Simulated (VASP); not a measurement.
# AlP (sol) (F-43m) in VASP: a series of runs, part 2 of 2

VASP 6.6.1. Earlier steps stand in the parts before.

## Step 4: Single point, PBEsol

This run uses another cell than the first one, of 20.46 Å³/atom, 1.003 times its volume.

File INCAR:

```
SYSTEM = AlP
PREC = Accurate
ENCUT = 500
EDIFF = 1E-6
ISMEAR = 0
SIGMA = 0.01
LREAL = .False.
LASPH = .True.
NELM = 120
ALGO = Normal
ISIF = 2
LWAVE = .False.
LCHARG = .True.
GGA = PS
LELF = .True.
LVHAR = .True.
NBANDS = 11
GGA_COMPAT = .False.
```

File KPOINTS:

```
regular mesh
0
Gamma
  8 8 8
  0 0 0
```

File POSCAR:

```
AlP
1.0
    0.0000000000      2.7351565883      2.7351565883
    2.7351565883      0.0000000000      2.7351565883
    2.7351565883      2.7351565883      0.0000000000
Al P
1 1
Direct
    0.0000000000      0.0000000000      0.0000000000
    0.2500000000      0.2500000000      0.2500000000
```

Potentials or basis: VASP PAW PBE potentials, release 64 (Al, P).

Launch:

```
> cat potpaw_PBE.64/Al/POTCAR potpaw_PBE.64/P/POTCAR > POTCAR
> mpirun -np 1 vasp_std > vasp.out
```

OUTCAR:

```text
SYSTEM = AlP
   PREC = Accurate
   ENCUT = 500
   EDIFF = 1E-6
   ISMEAR = 0
   LREAL = .False.
   LASPH = .True.
   NELM = 120
   ISIF = 2
   GGA = PS

 ion  position               nearest neighbor table
   1  0.000  0.000  0.000-   2 2.37   2 2.37   2 2.37   2 2.37
   2  0.250  0.250  0.250-   1 2.37   1 2.37   1 2.37   1 2.37

  LATTYP: Found a face centered cubic cell.
 ALAT       =     5.4703131766

  Lattice vectors:

 A1 = (   0.0000000000,   2.7351565883,   2.7351565883)
 A2 = (   2.7351565883,   0.0000000000,   2.7351565883)
 A3 = (   2.7351565883,   2.7351565883,   0.0000000000)

Analysis of symmetry for initial positions (statically):
=====================================================================
 Subroutine PRICEL returns:
 Original cell was already a primitive cell.

 Routine SETGRP: Setting up the symmetry group for a
 face centered cubic supercell.

 Subroutine GETGRP returns: Found 24 space group operations
 (whereof 24 operations were pure point group operations)
 out of a pool of 48 trial point group operations.

The static configuration has the point symmetry T_d .

Analysis of symmetry for dynamics (positions and initial velocities):
=====================================================================
 Subroutine PRICEL returns:
 Original cell was already a primitive cell.

 Routine SETGRP: Setting up the symmetry group for a
 face centered cubic supercell.

 Subroutine GETGRP returns: Found 24 space group operations
 (whereof 24 operations were pure point group operations)
 out of a pool of 48 trial point group operations.

The dynamic configuration has the point symmetry T_d .

 Subroutine INISYM returns: Found 24 space group operations
 (whereof 24 operations are pure point group operations),
 and found     1 'primitive' translations

----------------------------------------------------------------------------------------

                                     Primitive cell

  volume of cell :      40.9239

  direct lattice vectors                    reciprocal lattice vectors
     0.000000000  2.735156588  2.735156588    -0.182804890  0.182804890  0.182804890
     2.735156588  0.000000000  2.735156588     0.182804890 -0.182804890  0.182804890
     2.735156588  2.735156588  0.000000000     0.182804890  0.182804890 -0.182804890

  length of vectors
     3.868095542  3.868095542  3.868095542     0.316627358  0.316627358  0.316627358

  position of ions in fractional coordinates (direct lattice)
     0.000000000  0.000000000  0.000000000
     0.250000000  0.250000000  0.250000000

  ion indices of the primitive-cell ions
   primitive index   ion index
                 1           1
                 2           2

----------------------------------------------------------------------------------------

 KPOINTS: regular mesh

Automatic generation of k-mesh.
 Grid dimensions read from file:
 generate k-points for:    8    8    8

 Generating k-lattice:

  Cartesian coordinates                     Fractional coordinates (reciprocal lattice)
    -0.022850611  0.022850611  0.022850611     0.125000000  0.000000000  0.000000000
     0.022850611 -0.022850611  0.022850611     0.000000000  0.125000000  0.000000000
     0.022850611  0.022850611 -0.022850611     0.000000000  0.000000000  0.125000000

  Length of vectors
     0.039578420  0.039578420  0.039578420

  Shift w.r.t. Gamma in fractional coordinates (k-lattice)
     0.000000000  0.000000000  0.000000000

 Subroutine IBZKPT returns following result:
 ===========================================

 Found     29 irreducible k-points:

 Following reciprocal coordinates:
            Coordinates               Weight
  0.000000  0.000000  0.000000      1.000000
  0.125000  0.000000  0.000000      8.000000
  0.250000  0.000000  0.000000      8.000000
  0.375000  0.000000  0.000000      8.000000
  0.500000  0.000000  0.000000      4.000000
  0.125000  0.125000  0.000000      6.000000
[... 16 lines left out ...]
  0.500000  0.250000  0.125000     48.000000
 -0.375000  0.250000  0.125000     24.000000
 [... further k-points ...]
   k-points           NKPTS =     29   k-points in BZ     NKDIM =     29   number of bands    NBANDS=     11
   number of dos      NEDOS =    301   number of ions     NIONS =      2
   total plane-waves  NPLWV =  21952
   dimension x,y,z NGX =    28 NGY =   28 NGZ =   28
   dimension x,y,z NGXF=    56 NGYF=   56 NGZF=   56
   ions per type =               1   1
   NGX,Y,Z   is equivalent  to a cutoff of  12.03, 12.03, 12.03 a.u.
   NGXF,Y,Z  is equivalent  to a cutoff of  24.07, 24.07, 24.07 a.u.
 SYSTEM =  AlP
   PREC   = accura    normal or accurate (medium, high low for compatibility)
   ISTART =      0    job   : 0-new  1-cont  2-samecut
   ICHARG =      2    charge: 1-file 2-atom 10-const
   ISPIN  =      1    spin polarized calculation?
   LNONCOLLINEAR =      F non collinear calculations
   LSORBIT =      F    spin-orbit coupling
   LASPH  =      T    aspherical Exc in radial PAW
   ENCUT  =  500.0 eV  36.75 Ry    6.06 a.u.   7.05  7.05  7.05*2*pi/ulx,y,z
   NELM   =    120;   NELMIN=  2; NELMDL= -5     # of ELM steps
   EDIFF  = 0.1E-05   stopping-criterion for ELM
   LREAL  =      F    real-space projection
   EDIFFG = 0.1E-04   stopping-criterion for IOM
   NSW    =      0    number of steps for IOM
   IBRION =     -1    ionic relax: 0-MD 1-quasi-New 2-CG
   NFREE  =      0    steps in history (QN), initial steepest desc. (CG)
   ISIF   =      2    stress and relaxation
   ISYM   =      2    0-nonsym 1-usesym 2-fastsym
   POTIM  = 0.5000    time-step for ionic-motion
   TEBEG  =    0.0;   TEEND  =   0.0 temperature during run
   PSTRESS=    0.0 pullay stress
   NELECT =       8.0000    total number of electrons
   NUPDOWN=      -1.0000    fix difference up-down
   EMIN   =  10.00;   EMAX   =-10.00  energy-range for DOS
   EFERMI =   0.00;   METHOD = LEGACY
   ISMEAR =     0;   SIGMA  =   0.01  broadening in eV -4-tet -1-fermi 0-gaus
   EFERMI_NEDOS =   21; number of points for ismear=-14 and -15
   IALGO  =     38    algorithm
   IMIX   =      4    mixing-type and parameters
     AMIX     =   0.40;   BMIX     =  1.00
     AMIX_MAG =   1.60;   BMIX_MAG =  1.00
  volume/ion in A,a.u.               =      20.46       138.08
  Fermi-wavevector in a.u.,A,eV,Ry     =   0.950122  1.795470 12.282408  0.902732
  Thomas-Fermi vector in A             =   2.078469
   LORBIT       =      0    0 simple, 1 ext, 2 COOP (PROOUT), +10 PAW based schemes
   GGA     = PS    functional components
   LHFCALC =     F    Hartree Fock is set to
   AEXX    =    0.0000 exact exchange contribution
   IVDW    =     0    specifies the selected vdW correction
   LEPSILON=     F    determine dielectric tensor
   LRPA    =     F    only Hartree local field effects (RPA)
 non-spin polarized calculation
 Gauss-broadening in eV      SIGMA  =   0.01
  energy-cutoff  :      500.00
  volume of cell :       40.92
 maximum number of plane-waves:      1056
   NGX = 15   NGY = 15   NGZ = 15

 number of electron       8.0000000 magnetization

 Free energy of the ion-electron system (eV)
  ---------------------------------------------------
  ext. energy  EPLUGINS =         0.00000000
  ---------------------------------------------------
  free energy    TOTEN  =       -10.99516462 eV

  energy without entropy =      -10.99516462  energy(sigma->0) =      -10.99516462

 E-fermi :   4.5933     XC(G=0):  -9.3432

 val. band max:        4.4835827446   @ k =   0.0000   0.0000   0.0000
 cond. band min:       5.9329995352   @ k =   0.5000   0.5000   0.0000
 fundamental gap:      1.4494167906
 Fermi energy:         4.5933477811

 k-point     1 :       0.0000    0.0000    0.0000
  band No.  band energies     occupation
      1      -7.0115      2.00000
      2       4.4836      2.00000
      3       4.4836      2.00000
      4       4.4836      2.00000
      5       7.6393      0.00000
      6       8.9879      0.00000
      7       8.9879      0.00000
      8       8.9879      0.00000
      9      13.2794      0.00000
     10      13.2794      0.00000
     11      14.5396      0.00000
[... 309 lines left out ...]
 k-point    24 :      -0.3750    0.2500    0.1250
  band No.  band energies     occupation
      1      -5.0136      2.00000
      2      -0.7071      2.00000
      3       1.8664      2.00000
      4       2.9880      2.00000
      5       8.3424      0.00000
      6       8.9187      0.00000
      7      11.3034      0.00000
      8      12.0948      0.00000
      9      13.3857      0.00000
     10      15.8219      0.00000
     11      17.1351      0.00000

 [... further k-points ...]

------------------------ aborting loop because EDIFF is reached ----------------------------------------

  FORCE on cell =-STRESS in cart. coord.  units (eV):
  Direction    XX          YY          ZZ          XY          YZ          ZX
  --------------------------------------------------------------------------------------
  -------------------------------------------------------------------------------------
  Total        0.0109650      0.0109650      0.0109650      0.0000000      0.0000000      0.0000000
  in kB        0.4292837      0.4292837      0.4292837      0.0000000      0.0000000      0.0000000
  external PRESSURE =       0.4292837 kB  Pullay stress =       0.0000000 kB

 VOLUME and BASIS-vectors are now :
 -----------------------------------------------------------------------------
  energy-cutoff  :      500.00
  volume of cell :       40.92
      direct lattice vectors                 reciprocal lattice vectors
     0.000000000  2.735156588  2.735156588    -0.182804890  0.182804890  0.182804890
     2.735156588  0.000000000  2.735156588     0.182804890 -0.182804890  0.182804890
     2.735156588  2.735156588  0.000000000     0.182804890  0.182804890 -0.182804890

 POSITION                                       TOTAL-FORCE (eV/Angst)
 -----------------------------------------------------------------------------------
      0.00000      0.00000      0.00000        -0.000000     -0.000000     -0.000000
      1.36758      1.36758      1.36758         0.000000      0.000000      0.000000
 -----------------------------------------------------------------------------------
    total drift:                                0.000000      0.000000      0.000000

  FREE ENERGIE OF THE ION-ELECTRON SYSTEM (eV)
  ---------------------------------------------------
  free  energy   TOTEN  =       -10.9951646194 eV

  energy  without entropy=      -10.9951646194  energy(sigma->0) =      -10.99516462
```

OSZICAR:

```text
N       E                     dE             d eps       ncg     rms          rms(c)
DAV:   1     0.106990710693E+02    0.10699E+02   -0.29194E+03   638   0.534E+02
DAV:   2    -0.104846673786E+02   -0.21184E+02   -0.20217E+02   816   0.875E+01
DAV:   3    -0.113534157698E+02   -0.86875E+00   -0.86702E+00   817   0.173E+01
DAV:   4    -0.113610726481E+02   -0.76569E-02   -0.76562E-02   746   0.196E+00
DAV:   5    -0.113612116322E+02   -0.13898E-03   -0.13898E-03   794   0.255E-01    0.436E+00
DAV:   6    -0.110510394946E+02    0.31017E+00   -0.57612E-01   724   0.279E+00    0.269E+00
DAV:   7    -0.109977416694E+02    0.53298E-01   -0.20577E-01   774   0.180E+00    0.128E+00
DAV:   8    -0.109952129179E+02    0.25288E-02   -0.13890E-02   755   0.560E-01    0.173E-01
DAV:   9    -0.109951089712E+02    0.10395E-03   -0.82817E-04   736   0.150E-01    0.657E-02
DAV:  10    -0.109951588416E+02   -0.49870E-04   -0.68641E-05   725   0.434E-02    0.134E-02
DAV:  11    -0.109951643175E+02   -0.54759E-05   -0.88299E-06   801   0.162E-02    0.968E-03
DAV:  12    -0.109951646194E+02   -0.30188E-06   -0.93602E-07   512   0.476E-03
   1 F= -.10995165E+02 E0= -.10995165E+02  d E =-.156210E-56
```

stdout:

```text
POSCAR found type information on POSCAR AlP
 POSCAR found :  2 types and       2 ions
 scaLAPACK will be used
 -----------------------------------------------------------------------------
|                                                                             |
|                                                                             |
|     You enforced a specific xc type in the INCAR file but a different       |
|     I HOPE YOU KNOW WHAT YOU ARE DOING!                                     |
|                                                                             |
 -----------------------------------------------------------------------------

 LDA part: xc-table for (Slater+PW92), standard interpolation
 POSCAR, INCAR and KPOINTS ok, starting setup
 FFT: planning ... GRIDC
 FFT: planning ... GRID_SOFT
 FFT: planning ... GRID
 WAVECAR not read
 entering main loop
```

Wall time 24 s (1 thread of AMD EPYC 7R13, shared host); peak memory 0.12 GiB.

What came out:

```
Free energy            : -10.9952 eV
Pressure               : 0.0 GPa
Band gap on the k mesh : 1.45 eV, indirect (least direct gap 3.16 eV)
```

Levels at points of the mesh, in eV from the valence-band top:
| k point | band 2 | band 3 | band 4 | band 5 | band 6 | band 7 |
| --- | --- | --- | --- | --- | --- | --- |
| (0.00, 0.00, 0.00) | 0.00 | 0.00 | 0.00 | 3.16 | 4.50 | 4.50 |
| (0.50, 0.00, 0.00) | -5.56 | -0.76 | -0.76 | 2.71 | 4.75 | 4.75 |
| (0.50, 0.50, 0.00) | -5.32 | -2.11 | -2.11 | 1.45 | 2.37 | 10.94 |

Caveat: the PAW data sets were made with another functional, which shifts forces and pressure a little. A k mesh can miss the band edges.

## Step 5: Summary

```tsv
cell	k mesh	smearing	gap on the mesh (eV)	pressure (GPa)
a = 3.864 Å, angles 60.0°, 2 atoms	6 × 6 × 6	gaussian 0.1 eV	1.44	0.4
a = 3.868 Å, angles 60.0°, 2 atoms	8 × 8 × 8	gaussian 0.02 eV	1.45	0.0
a = 3.868 Å, angles 60.0°, 2 atoms	8 × 8 × 8	gaussian 0.01 eV	1.45	0.0
```

Alike in all rows: task single point; level PBEsol; potentials or basis VASP PAW PBE potentials, release 64 (Al, P); no spin polarisation; cutoff (eV) 500.

Caveats: the PAW data sets were made with another functional, which shifts forces and pressure a little.

Absolute energies hang on the potentials; compare differences alone.
